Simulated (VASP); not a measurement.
# Be16Se5S11 (P1) in VASP: notebook, part 2 of 2

VASP 6.6.1. Earlier steps stand in the parts before.

### 3 Relaxation of volume and atoms at fixed shape, PBEsol

INCAR

```
PREC     = Accurate       # precision mode
ENCUT    = 500            # plane-wave cutoff, eV
EDIFF    = 1E-7           # SCF threshold, eV
ISMEAR   = -1             # smearing method
SIGMA    = 0.05           # smearing width, eV
LREAL    = Auto         
LASPH    = True           # aspherical terms in the spheres
NELM     = 120            # most SCF steps
ALGO     = Normal         # electronic algorithm
ISIF     = 8              # what is computed and relaxed
LWAVE    = False          # write WAVECAR
LCHARG   = False          # write CHGCAR
GGA      = PS             # functional
IBRION   = 2              # ionic algorithm
NSW      = 100            # ionic steps
EDIFFG   = -0.03          # ionic threshold
ISYM     = -1           
GGA_COMPAT= False        
NELMIN   = 4
```

KPOINTS

```
explicit points
1
Reciprocal
  0.25000000   0.25000000   0.25000000 1
```

POSCAR

```
Be16Se5S11
1.0
    9.8563050000      0.0000000000      0.0000000000
    0.0000000000      9.8563050000      0.0000000000
    0.0000000000      0.0000000000      9.8563050000
Be S Se
32 22 10
Direct
    0.9991460000      0.0029390000      0.0039910000
    0.9975810000      0.0008910000      0.4977550000
    0.0016350000      0.5003780000      0.0008130000
    0.0025550000      0.5007640000      0.4988260000
    0.4995470000      0.0000060000      0.0000800000
    0.5016980000      0.9999960000      0.5034000000
    0.5000950000      0.4984110000      0.0000330000
    0.5025130000      0.5000060000      0.5004960000
    0.2523000000      0.2494400000      0.0025010000
    0.2531370000      0.2514070000      0.5024290000
    0.2474340000      0.7488610000      0.0009230000
    0.2496740000      0.7519310000      0.4984400000
    0.7512990000      0.2486040000      0.0032320000
    0.7474730000      0.2466620000      0.4995750000
    0.7490580000      0.7483070000      0.0008830000
    0.7505970000      0.7471320000      0.5047640000
    0.2493930000      0.0014760000      0.2547230000
    0.2486800000      0.0040800000      0.7504790000
    0.2494760000      0.5004630000      0.2490900000
    0.2502770000      0.5000200000      0.7501480000
    0.7470990000      0.0019730000      0.2479410000
    0.7510320000      0.0020150000      0.7498790000
    0.7498600000      0.5012540000      0.2509390000
    0.7497330000      0.4984380000      0.7520570000
    0.0034770000      0.2486050000      0.2477660000
    0.9969270000      0.2477960000      0.7532780000
    0.0013580000      0.7508640000      0.2469810000
    0.0008580000      0.7490380000      0.7510970000
    0.4976250000      0.2490490000      0.2550830000
    0.4990180000      0.2474570000      0.7494010000
    0.5016790000      0.7530220000      0.2516470000
    0.5009810000      0.7450110000      0.7506250000
    0.1305020000      0.1229870000      0.1266190000
    0.1249350000      0.1251970000      0.6267250000
    0.1244270000      0.6222220000      0.1282910000
    0.6188590000      0.1263180000      0.6229600000
    0.6252360000      0.6291240000      0.1234510000
    0.3751910000      0.8753570000      0.1253930000
    0.3718620000      0.8756560000      0.6261360000
    0.8747540000      0.3742540000      0.1255050000
    0.8762470000      0.8760500000      0.1224330000
    0.8718410000      0.8747600000      0.6267810000
    0.3732700000      0.1264440000      0.3771500000
    0.3734390000      0.1244320000      0.8753020000
    0.3754500000      0.6267870000      0.3749010000
    0.8776450000      0.1213110000      0.3749180000
    0.8757620000      0.1214500000      0.8780420000
    0.8762940000      0.6253400000      0.3742800000
    0.8742570000      0.6269240000      0.8759780000
    0.1274060000      0.3757380000      0.3760850000
    0.1260870000      0.3770480000      0.8765720000
    0.1271050000      0.8756390000      0.3720770000
    0.1269490000      0.8722070000      0.8792100000
    0.6251170000      0.3745830000      0.8741770000
    0.1250120000      0.6244990000      0.6237130000
    0.6257120000      0.1250200000      0.1272960000
    0.6207480000      0.6256120000      0.6269340000
    0.3766660000      0.3764640000      0.1275790000
    0.3724320000      0.3747470000      0.6261790000
    0.8754240000      0.3785460000      0.6219040000
    0.3752130000      0.6264420000      0.8727470000
    0.6249070000      0.3762490000      0.3738830000
    0.6276200000      0.8747770000      0.3828120000
    0.6249850000      0.8725340000      0.8787560000
```

Potentials or basis: VASP PAW PBE potentials, release 64 (Be, S, Se).

Run with:

```
> cat potpaw_PBE.64/Be/POTCAR potpaw_PBE.64/S/POTCAR potpaw_PBE.64/Se/POTCAR > POTCAR
> mpirun -np 1 vasp_std > vasp.out
```

Wall time 42 min (1 thread of Intel Xeon Platinum 8488C (Sapphire Rapids), shared host); peak memory 0.89 GiB.

Results (log left out):

```yaml
Free_energy: -326.2476 eV
Relaxed_volume: 15.00 Å³/atom
Relaxed_cell: a = 9.864 Å, b = 9.864 Å, c = 9.864 Å, α = 90.00°, β = 90.00°, γ = 90.00°
Space_group_after_relaxing_to_0.1_Å: P1 (No. 1)
Energy_gained_by_relaxing: 23.9 meV/atom
Ionic_steps: 10
Pressure_after_relaxing: 0.0 GPa
Largest_force_after_relaxing: 0.028 eV/Å
Band_gap_on_the_k_mesh: 3.46 eV
```

Forces on the atoms (eV/Å):
```
Be  -0.005 -0.010 -0.001
Be  -0.013  0.000  0.007
Be  -0.001  0.004 -0.008
Be  -0.003  0.001  0.015
Be   0.005  0.004  0.008
Be   0.003  0.012 -0.019
Be  -0.001 -0.005 -0.002
Be  -0.007  0.006 -0.001
Be  -0.013 -0.012 -0.006
Be   0.010  0.016 -0.021
Be   0.006  0.010 -0.015
Be   0.003 -0.021  0.009
Be  -0.006  0.003 -0.013
Be   0.001 -0.004  0.004
Be   0.003  0.008  0.008
Be   0.000  0.018 -0.010
Be  -0.005  0.003 -0.017
Be   0.021 -0.014  0.011
Be  -0.002 -0.016  0.011
Be   0.005 -0.005  0.003
Be   0.012  0.018 -0.006
Be   0.011 -0.007 -0.010
Be  -0.003 -0.011  0.021
Be   0.002  0.016  0.010
Be  -0.015 -0.008  0.018
Be   0.017  0.005  0.008
Be  -0.013 -0.003  0.006
Be  -0.002  0.000 -0.011
Be   0.004 -0.007 -0.010
Be   0.004  0.006  0.007
Be  -0.021 -0.007 -0.001
Be   0.006 -0.010 -0.005
S   -0.022 -0.001  0.002
S    0.022  0.003 -0.009
S    0.007  0.015  0.001
S    0.003  0.000  0.001
S   -0.006 -0.008 -0.003
S   -0.009 -0.002 -0.014
S    0.013 -0.002 -0.011
S    0.008  0.003  0.006
S    0.002  0.001  0.012
S    0.002 -0.009  0.002
S   -0.003  0.005 -0.013
S    0.005  0.000  0.010
S   -0.010 -0.009  0.006
S   -0.007  0.005  0.002
S    0.002 -0.003 -0.002
S    0.000 -0.001  0.008
S    0.005  0.011  0.003
S   -0.018 -0.002 -0.002
S    0.012 -0.002 -0.004
S    0.005  0.002  0.007
S   -0.009 -0.002 -0.006
S    0.001  0.017 -0.001
Se   0.005 -0.008  0.018
Se   0.014 -0.011 -0.001
Se  -0.004  0.008 -0.007
Se  -0.011 -0.008 -0.005
Se  -0.002 -0.004  0.001
Se  -0.001  0.008  0.008
Se   0.006  0.006 -0.008
Se  -0.012 -0.007  0.012
Se  -0.005  0.002 -0.014
Se   0.002  0.003  0.010
```

Stress tensor (GPa, compression positive):
```
-0.01 -0.63 -0.63
-0.63  0.02 -0.64
-0.63 -0.64  0.02
```

The path:
```csv
step,energy change (eV),largest force (eV/Å),pressure (GPa),volume (Å³)
1,0.0000,1.5614,0.72,957.51
2,-1.0862,0.5987,-0.50,966.90
3,-1.2203,0.5583,-1.00,971.73
4,-1.4404,0.2838,0.11,959.00
5,-1.4585,0.2109,0.56,954.22
6,-1.5079,0.1218,-0.01,959.98
7,-1.5107,0.1049,-0.18,961.69
8,-1.5232,0.0563,-0.03,960.12
9,-1.5248,0.0504,0.04,959.35
10,-1.5277,0.0280,0.01,959.68
```

Final structure:
```
CELL_PARAMETERS angstrom
9.86375 0.00000 0.00000
0.00000 9.86375 0.00000
0.00000 0.00000 9.86375
ATOMIC_POSITIONS crystal
Be 0.00010 0.00028 0.00151
Be 0.00204 0.99912 0.50032
Be 0.00141 0.49973 0.00186
Be 0.99967 0.49903 0.48974
Be 0.48916 0.99910 0.00098
Be 0.49505 0.00433 0.50628
Be 0.51053 0.49932 0.00166
Be 0.49451 0.50498 0.49521
Be 0.24447 0.24480 0.99684
Be 0.24230 0.24380 0.49678
Be 0.24264 0.75498 0.00704
Be 0.25325 0.75768 0.49497
Be 0.75681 0.25379 0.99721
Be 0.75037 0.23938 0.50020
Be 0.75544 0.74679 0.00559
Be 0.76170 0.74987 0.50098
Be 0.24811 0.99989 0.25109
Be 0.24715 0.99968 0.75035
Be 0.24383 0.50535 0.25368
Be 0.24280 0.49425 0.75609
Be 0.76060 0.99851 0.24978
Be 0.75549 0.00489 0.74693
Be 0.75640 0.50426 0.24463
Be 0.75126 0.49904 0.76020
Be 0.00086 0.24981 0.24855
Be 0.00519 0.24376 0.75483
Be 0.00165 0.75153 0.24993
Be 0.99541 0.75578 0.75658
Be 0.49361 0.24399 0.25632
Be 0.50497 0.24455 0.75610
Be 0.49652 0.74649 0.24467
Be 0.49352 0.75665 0.74513
S 0.12428 0.12373 0.12586
S 0.12414 0.12199 0.62621
S 0.12225 0.62667 0.12739
S 0.62561 0.12365 0.62762
S 0.62874 0.62578 0.12578
S 0.37077 0.87554 0.12774
S 0.37124 0.87978 0.62486
S 0.87866 0.37616 0.12448
S 0.87965 0.87426 0.12560
S 0.87845 0.87828 0.62633
S 0.37047 0.12213 0.37815
S 0.37168 0.12349 0.87475
S 0.37234 0.62896 0.37265
S 0.87993 0.12339 0.37519
S 0.87835 0.12489 0.87660
S 0.87863 0.62686 0.37132
S 0.87719 0.62512 0.88003
S 0.12413 0.37365 0.37262
S 0.12208 0.37195 0.87886
S 0.12484 0.87708 0.37411
S 0.12347 0.87784 0.87808
S 0.62868 0.37313 0.87788
Se 0.12337 0.62823 0.62415
Se 0.62636 0.12459 0.12499
Se 0.62679 0.62630 0.62639
Se 0.37261 0.37521 0.12601
Se 0.37332 0.37119 0.62604
Se 0.87707 0.37213 0.62648
Se 0.37318 0.62651 0.87907
Se 0.62717 0.37521 0.37412
Se 0.62593 0.87520 0.37657
Se 0.62635 0.87666 0.87607
```

Levels at points of the mesh, in eV from the valence-band top:
| k point | band 126 | band 127 | band 128 | band 129 | band 130 | band 131 |
| --- | --- | --- | --- | --- | --- | --- |
| (0.25, 0.25, 0.25) | -0.31 | -0.04 | 0.00 | 3.46 | 3.46 | 3.55 |

Caveat: the PAW data sets were made with another functional, which shifts forces and pressure a little; a shifted mesh leaves out Γ, where band edges can lie. A k mesh can miss the band edges.
